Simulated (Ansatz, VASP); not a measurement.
# One calculation of C, two programs

```
C
1.0
     2.42194    0.00000    0.00000
    -1.21097    2.09746    0.00000
     0.00000    0.00000    7.31982
C
4
Direct
  0.00000 0.00000 0.00250
  0.00000 0.00000 0.50250
  0.33333 0.66667 0.00250
  0.66667 0.33333 0.50250
```

Alike in both runs: task single point; functional PBEsol; dispersion D3(BJ); k mesh 21 × 21 × 8; occupations gaussian, width 0.15 eV; no spin polarisation.

```csv
,VASP,Ansatz
version,VASP 6.6.1,Ansatz 0.2.0
potentials or method,"VASP PAW PBE potentials, release 64 (C), cutoff 520 eV","scalar-relativistic, plane waves, PAW"
valence electrons in the cell,16,16
```

|  | VASP | Ansatz | Ansatz less VASP |
| --- | --- | --- | --- |
| gap on the k mesh at the Fermi level (eV) | none | none | - |
| pressure (GPa) | 12.9 | 12.2 | -0.70 |
| traceless stress, the component that is largest in VASP (GPa) | -14.97 | -14.19 | +0.784 |

VASP's potentials were made for PBE, not for PBEsol, and Ansatz warns of the same on its side. A gap of «none» marks a metal or a gap that the smearing closes.
